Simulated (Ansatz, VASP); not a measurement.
**Yb in VASP and in Ansatz**

```
CELL_PARAMETERS angstrom
-2.25409 2.25409 2.25409
2.25409 -2.25409 2.25409
2.25409 2.25409 -2.25409
ATOMIC_POSITIONS crystal
Yb 0.00000 0.00000 0.00000
```

Change from the starting cell: volume scaled by 1.15.

Alike in both runs: functional b88 exchange, pbe correlation; k mesh 7 × 7 × 7; occupations fermi-dirac, width 0.05 eV; non-collinear spin, spin-orbit coupling.

|  | VASP | Ansatz |
| --- | --- | --- |
| version | VASP 6.6.1 | Ansatz 0.2.0 |
| potentials or method | VASP PAW PBE potentials, release 64 (Yb), cutoff 600 eV | all-electron LAPW, relativistic spinors |
| task | single point | band structure |

|  | VASP | Ansatz | Ansatz less VASP |
| --- | --- | --- | --- |
| pressure (GPa) | -5.0 | -3.6 | +1.38 |
| net moment per atom (μB) | 0.00 | 0.00 | -0.002 |

VASP's potentials were made for PBE, not for b88 exchange, pbe correlation. Ansatz ran all-electron here, and VASP with PAW potentials.

Noted on Ansatz's run: the magnetic state may not be the lowest; the open f shell may have settled in a state that isn't the lowest.
